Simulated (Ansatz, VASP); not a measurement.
TaMo3 in VASP and in Ansatz

```
CELL_PARAMETERS angstrom
4.51828 0.00000 0.00000
0.00000 4.51828 0.00000
0.00000 0.00000 3.19613
ATOMIC_POSITIONS crystal
Ta 0.50000 0.50000 0.00000
Mo 0.00000 0.00000 0.00000
Mo 0.50000 0.00000 0.50000
Mo 0.00000 0.50000 0.50000
```

Alike in both runs: task single point; functional r2SCAN; k mesh 10 × 10 × 14; occupations gaussian, width 0.1 eV; no spin polarisation.

```csv
,VASP,Ansatz
version,VASP 6.6.1,Ansatz 0.2.0
potentials or method,"VASP PAW PBE potentials, release 64 (Ta_pv, Mo_sv), cutoff 520 eV","scalar-relativistic, plane waves, PAW"
valence electrons in the cell,53,55
```

|  | VASP | Ansatz | Ansatz less VASP |
| --- | --- | --- | --- |
| gap on the k mesh at the Fermi level (eV) | none | none | - |
| pressure (GPa) | -1.9 | -2.8 | -0.97 |

VASP's potentials were made for PBE, not for r2SCAN. A gap of «none» marks a metal or a gap that the smearing closes. VASP's potentials hold 53 valence electrons a cell and Ansatz's 55, so a difference there can come from the potentials and not from the codes.

Neither program's run includes spin-orbit coupling.
